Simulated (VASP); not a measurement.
# PbS (Fm-3m) in VASP: single point with PBE

Aim: the single point of PbS with PBE.

Everything below comes from runs of VASP 6.6.1. Logs are shortened: lines on timing, memory, paths and dates and some standing lists are left out, and cuts for length are marked.

### 1 The cell of the first run

It takes space group Fm-3m (No. 225, cubic). The conventional cell has a = 5.634 Å, b = 5.634 Å, c = 5.634 Å, α = 90.00°, β = 90.00°, γ = 90.00°. Within 3.7 Å of Pb (site symmetry m-3m) lie 6 S at 2.82 Å. S (site symmetry m-3m) has 6 Pb at 2.82 Å within 3.7 Å.

### 2 Single point, PBE (strain -0.050 along x and y, -0.050 along z)

Input file INCAR:

```
SYSTEM = PbS
ALGO = Normal
EDIFF = 1E-7
ENCUT = 520
GGA = PE
ISIF = 2
ISMEAR = 0
LASPH = .True.
LCHARG = .False.
LREAL = .False.
LWAVE = .False.
NBANDS = 17
NELM = 100
PREC = Accurate
SIGMA = 0.03
```

Input file KPOINTS:

```
k-points
0
Gamma
  10 10 10
  0 0 0
```

Input file POSCAR:

```
PbS
1.0
    0.0000000000      2.8167500000      2.8167500000
    2.8167500000      0.0000000000      2.8167500000
    2.8167500000      2.8167500000      0.0000000000
Pb S
1 1
Direct
    0.0000000000      0.0000000000      0.0000000000
    0.5000000000      0.5000000000      0.5000000000
```

Potentials or basis: VASP PAW PBE potentials, release 64 (Pb_d, S).

Started as:

```bash
cat potpaw_PBE.64/Pb_d/POTCAR potpaw_PBE.64/S/POTCAR > POTCAR
mpirun -np 1 vasp_std > vasp.out
```

OUTCAR:

```text
SYSTEM = PbS
   EDIFF = 1E-7
   ENCUT = 520
   GGA = PE
   ISIF = 2
   ISMEAR = 0
   LASPH = .True.
   LREAL = .False.
   NELM = 100
   PREC = Accurate

 ion  position               nearest neighbor table
   1  0.000  0.000  0.000-   2 2.82   2 2.82   2 2.82   2 2.82   2 2.82   2 2.82
   2  0.500  0.500  0.500-   1 2.82   1 2.82   1 2.82   1 2.82   1 2.82   1 2.82

  LATTYP: Found a face centered cubic cell.
 ALAT       =     5.6335000000

  Lattice vectors:

 A1 = (   0.0000000000,   2.8167500000,   2.8167500000)
 A2 = (   2.8167500000,   0.0000000000,   2.8167500000)
 A3 = (   2.8167500000,   2.8167500000,   0.0000000000)

Analysis of symmetry for initial positions (statically):
=====================================================================
 Subroutine PRICEL returns:
 Original cell was already a primitive cell.

 Routine SETGRP: Setting up the symmetry group for a
 face centered cubic supercell.

 Subroutine GETGRP returns: Found 48 space group operations
 (whereof 48 operations were pure point group operations)
 out of a pool of 48 trial point group operations.

The static configuration has the point symmetry O_h .

Analysis of symmetry for dynamics (positions and initial velocities):
=====================================================================
 Subroutine PRICEL returns:
 Original cell was already a primitive cell.

 Routine SETGRP: Setting up the symmetry group for a
 face centered cubic supercell.

 Subroutine GETGRP returns: Found 48 space group operations
 (whereof 48 operations were pure point group operations)
 out of a pool of 48 trial point group operations.

The dynamic configuration has the point symmetry O_h .

 Subroutine INISYM returns: Found 48 space group operations
 (whereof 48 operations are pure point group operations),
 and found     1 'primitive' translations

----------------------------------------------------------------------------------------

                                     Primitive cell

  volume of cell :      44.6966

  direct lattice vectors                    reciprocal lattice vectors
     0.000000000  2.816750000  2.816750000    -0.177509541  0.177509541  0.177509541
     2.816750000  0.000000000  2.816750000     0.177509541 -0.177509541  0.177509541
     2.816750000  2.816750000  0.000000000     0.177509541  0.177509541 -0.177509541

  length of vectors
     3.983486052  3.983486052  3.983486052     0.307455544  0.307455544  0.307455544

  position of ions in fractional coordinates (direct lattice)
     0.000000000  0.000000000  0.000000000
     0.500000000  0.500000000  0.500000000

  ion indices of the primitive-cell ions
   primitive index   ion index
                 1           1
                 2           2

----------------------------------------------------------------------------------------

 KPOINTS: k-points

Automatic generation of k-mesh.
 Grid dimensions read from file:
 generate k-points for:   10   10   10

 Generating k-lattice:

  Cartesian coordinates                     Fractional coordinates (reciprocal lattice)
    -0.017750954  0.017750954  0.017750954     0.100000000  0.000000000  0.000000000
     0.017750954 -0.017750954  0.017750954     0.000000000  0.100000000  0.000000000
     0.017750954  0.017750954 -0.017750954     0.000000000  0.000000000  0.100000000

  Length of vectors
     0.030745554  0.030745554  0.030745554

  Shift w.r.t. Gamma in fractional coordinates (k-lattice)
     0.000000000  0.000000000  0.000000000

 Subroutine IBZKPT returns following result:
 ===========================================

 Found     47 irreducible k-points:

 Following reciprocal coordinates:
            Coordinates               Weight
  0.000000  0.000000  0.000000      1.000000
  0.100000  0.000000  0.000000      8.000000
  0.200000  0.000000  0.000000      8.000000
  0.300000  0.000000  0.000000      8.000000
  0.400000  0.000000  0.000000      8.000000
  0.500000  0.000000  0.000000      4.000000
[... 16 lines left out ...]
  0.300000  0.300000  0.000000      6.000000
  0.400000  0.300000  0.000000     24.000000
 [... further k-points ...]
   k-points           NKPTS =     47   k-points in BZ     NKDIM =     47   number of bands    NBANDS=     17
   number of dos      NEDOS =    301   number of ions     NIONS =      2
   total plane-waves  NPLWV =  27000
   dimension x,y,z NGX =    30 NGY =   30 NGZ =   30
   dimension x,y,z NGXF=    60 NGYF=   60 NGZF=   60
   ions per type =               1   1
   NGX,Y,Z   is equivalent  to a cutoff of  12.52, 12.52, 12.52 a.u.
   NGXF,Y,Z  is equivalent  to a cutoff of  25.04, 25.04, 25.04 a.u.
 SYSTEM =  PbS
   PREC   = accura    normal or accurate (medium, high low for compatibility)
   ISTART =      0    job   : 0-new  1-cont  2-samecut
   ICHARG =      2    charge: 1-file 2-atom 10-const
   ISPIN  =      1    spin polarized calculation?
   LNONCOLLINEAR =      F non collinear calculations
   LSORBIT =      F    spin-orbit coupling
   LASPH  =      T    aspherical Exc in radial PAW
   ENCUT  =  520.0 eV  38.22 Ry    6.18 a.u.   7.41  7.41  7.41*2*pi/ulx,y,z
   NELM   =    100;   NELMIN=  2; NELMDL= -5     # of ELM steps
   EDIFF  = 0.1E-06   stopping-criterion for ELM
   LREAL  =      F    real-space projection
   EDIFFG = 0.1E-05   stopping-criterion for IOM
   NSW    =      0    number of steps for IOM
   IBRION =     -1    ionic relax: 0-MD 1-quasi-New 2-CG
   NFREE  =      0    steps in history (QN), initial steepest desc. (CG)
   ISIF   =      2    stress and relaxation
   ISYM   =      2    0-nonsym 1-usesym 2-fastsym
   POTIM  = 0.5000    time-step for ionic-motion
   TEBEG  =    0.0;   TEEND  =   0.0 temperature during run
   PSTRESS=    0.0 pullay stress
   NELECT =      20.0000    total number of electrons
   NUPDOWN=      -1.0000    fix difference up-down
   EMIN   =  10.00;   EMAX   =-10.00  energy-range for DOS
   EFERMI =   0.00;   METHOD = LEGACY
   ISMEAR =     0;   SIGMA  =   0.03  broadening in eV -4-tet -1-fermi 0-gaus
   EFERMI_NEDOS =   21; number of points for ismear=-14 and -15
   IALGO  =     38    algorithm
   IMIX   =      4    mixing-type and parameters
     AMIX     =   0.40;   BMIX     =  1.00
     AMIX_MAG =   1.60;   BMIX_MAG =  1.00
  volume/ion in A,a.u.               =      22.35       150.81
  Fermi-wavevector in a.u.,A,eV,Ry     =   1.252160  2.366239 21.332642  1.567905
  Thomas-Fermi vector in A             =   2.386074
   LORBIT       =      0    0 simple, 1 ext, 2 COOP (PROOUT), +10 PAW based schemes
   GGA     = PE    functional components
   LHFCALC =     F    Hartree Fock is set to
   AEXX    =    0.0000 exact exchange contribution
   IVDW    =     0    specifies the selected vdW correction
   LEPSILON=     F    determine dielectric tensor
   LRPA    =     F    only Hartree local field effects (RPA)
 non-spin polarized calculation
 Gauss-broadening in eV      SIGMA  =   0.03
  energy-cutoff  :      520.00
  volume of cell :       44.70
 maximum number of plane-waves:      1243
 NGX is ok and might be reduce to    30
   NGX = 15   NGY = 15   NGZ = 15

 number of electron      20.0000003 magnetization

 Free energy of the ion-electron system (eV)
  ---------------------------------------------------
  ext. energy  EPLUGINS =         0.00000000
  ---------------------------------------------------
  free energy    TOTEN  =        -8.38325126 eV

  energy without entropy =       -8.38325126  energy(sigma->0) =       -8.38325126

 E-fermi :   8.1283     XC(G=0): -10.4335

 val. band max:        7.9402825102   @ k =   0.5000   0.0000   0.0000
 cond. band min:       8.2866979007   @ k =   0.5000   0.0000   0.0000
 fundamental gap:      0.3464153905
 Fermi energy:         8.1283337889

 k-point     1 :       0.0000    0.0000    0.0000
  band No.  band energies     occupation
      1      -9.1420      2.00000
      2      -9.1420      2.00000
      3      -9.1420      2.00000
      4      -9.1312      2.00000
      5      -9.1312      2.00000
      6      -7.1168      2.00000
[... 9 lines left out ...]
     16      14.3135      0.00000
     17      16.1420      0.00000

 k-point     2 :       0.1000    0.0000    0.0000
  band No.  band energies     occupation
      1      -9.1417      2.00000
      2      -9.1409      2.00000
      3      -9.1409      2.00000
      4      -9.1303      2.00000
      5      -9.1303      2.00000
      6      -7.0089      2.00000
[... 9 lines left out ...]
     16      14.6493      0.00000
     17      17.1621      0.00000

 k-point     3 :       0.2000    0.0000    0.0000
  band No.  band energies     occupation
      1      -9.1546      2.00000
      2      -9.1546      2.00000
      3      -9.1417      2.00000
      4      -9.1115      2.00000
      5      -9.1115      2.00000
      6      -6.6956      2.00000
[... 9 lines left out ...]
     16      15.2547      0.00000
     17      19.1052      0.00000

 k-point     4 :       0.3000    0.0000    0.0000
  band No.  band energies     occupation
      1      -9.1732      2.00000
      2      -9.1732      2.00000
      3      -9.1428      2.00000
      4      -9.0864      2.00000
      5      -9.0864      2.00000
      6      -6.2204      2.00000
[... 9 lines left out ...]
     16      16.1394      0.00000
     17      21.2241      0.00000
[... 343 lines left out ...]
      1      -9.1941      2.00000
      2      -9.1686      2.00000
      3      -9.1335      2.00000
      4      -9.1014      2.00000
      5      -9.0887      2.00000
      6      -6.0237      2.00000
[... 9 lines left out ...]
     16      18.0068      0.00000
     17      18.4096      0.00000

 k-point    23 :       0.3000    0.3000    0.0000
  band No.  band energies     occupation
      1      -9.3248      2.00000
      2      -9.1741      2.00000
      3      -9.1011      2.00000
      4      -9.0722      2.00000
      5      -9.0722      2.00000
      6      -5.7954      2.00000
[... 9 lines left out ...]
     16      19.0832      0.00000
     17      19.0859      0.00000

 k-point    24 :       0.4000    0.3000    0.0000
  band No.  band energies     occupation
      1      -9.3691      2.00000
      2      -9.1747      2.00000
      3      -9.1052      2.00000
      4      -9.0610      2.00000
      5      -9.0535      2.00000
      6      -5.3604      2.00000
[... 9 lines left out ...]
     16      19.3335      0.00000
     17      19.7840      0.00000

 [... further k-points ...]

------------------------ aborting loop because EDIFF is reached ----------------------------------------

  FORCE on cell =-STRESS in cart. coord.  units (eV):
  Direction    XX          YY          ZZ          XY          YZ          ZX
  --------------------------------------------------------------------------------------
  -------------------------------------------------------------------------------------
  Total        4.2507757      4.2507757      4.2507757      0.0000000      0.0000000      0.0000000
  in kB      152.3715445    152.3715445    152.3715445      0.0000000      0.0000000      0.0000000
  external PRESSURE =     152.3715445 kB  Pullay stress =       0.0000000 kB

 VOLUME and BASIS-vectors are now :
 -----------------------------------------------------------------------------
  energy-cutoff  :      520.00
  volume of cell :       44.70
      direct lattice vectors                 reciprocal lattice vectors
     0.000000000  2.816750000  2.816750000    -0.177509541  0.177509541  0.177509541
     2.816750000  0.000000000  2.816750000     0.177509541 -0.177509541  0.177509541
     2.816750000  2.816750000  0.000000000     0.177509541  0.177509541 -0.177509541

 POSITION                                       TOTAL-FORCE (eV/Angst)
 -----------------------------------------------------------------------------------
      0.00000      0.00000      0.00000        -0.000000     -0.000000      0.000000
      2.81675      2.81675      2.81675         0.000000      0.000000     -0.000000
 -----------------------------------------------------------------------------------
    total drift:                               -0.000000      0.000000      0.000000

  FREE ENERGIE OF THE ION-ELECTRON SYSTEM (eV)
  ---------------------------------------------------
  free  energy   TOTEN  =        -8.3832512636 eV

  energy  without entropy=       -8.3832512636  energy(sigma->0) =       -8.38325126
```

Wall time 21 s (1 thread of Intel Xeon Platinum 8559C (Emerald Rapids), shared host); peak memory 0.18 GiB.

What came out:

| Item | Value |
| --- | --- |
| Free energy | -8.3833 eV |
| Pressure | 15.2 GPa |
| Band gap on the k mesh | 0.35 eV, direct |

Caveat: the cell differs from its parent crystal (strain -0.050 along x and y, -0.050 along z); spin-orbit coupling is left out, which moves the levels of the heavy elements. A k mesh can miss the band edges.
